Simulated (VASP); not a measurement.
Here is a VASP 6.6.1 calculation.

Contents of INCAR:

```
SYSTEM = Al2Ru
ALGO     = Normal         ! electronic algorithm
EDIFF    = 1E-6           ! SCF threshold, eV
ENCUT    = 520            ! plane-wave cutoff, eV
GGA      = CA             ! functional
ISIF     = 2              ! what is computed and relaxed
ISMEAR   = 0              ! smearing method
LASPH    = .TRUE.         ! aspherical terms in the spheres
LCHARG   = .FALSE.        ! write CHGCAR
LREAL    = .FALSE.        ! projectors in reciprocal space
LWAVE    = .FALSE.        ! write WAVECAR
NBANDS   = 17             ! bands
NELM     = 100            ! most SCF steps
PREC     = Accurate       ! precision mode
SIGMA    = 0.1            ! smearing width, eV
```

File KPOINTS:

```
k-points
0
G
  18 18 18
  0 0 0
```

POSCAR

```
Al2Ru
1.0
   -1.5494425416      1.5494425416      4.1758545428
    1.5494425416     -1.5494425416      4.1758545428
    1.5494425416      1.5494425416     -4.1758545428
Al Ru
2 1
Direct
    0.6590718788      0.6590718788      0.0000000000
    0.3409281212      0.3409281212      0.0000000000
    0.0000000000      0.0000000000      0.0000000000
```

Potentials or basis: VASP PAW LDA potentials, release 64 (Al, Ru_pv).

Run with:

```bash
$ cat potpaw_LDA.64/Al/POTCAR potpaw_LDA.64/Ru_pv/POTCAR > POTCAR
$ mpirun -np 1 vasp_std > vasp.out
```

Task: Estimate the largest force.

Result: 0.016 eV/Å.

Task: Predict the pressure.

Result: 0.4 GPa.

Task: Estimate the band gap on the k mesh.

Result: Zero (band 10 reaches 10.95 eV, above the bottom of band 11 at 10.74 eV).

Forces in eV/Å, atoms in the order of the input:
```
Al   0.000  0.000  0.016
Al   0.000  0.000 -0.016
Ru   0.000  0.000  0.000
```
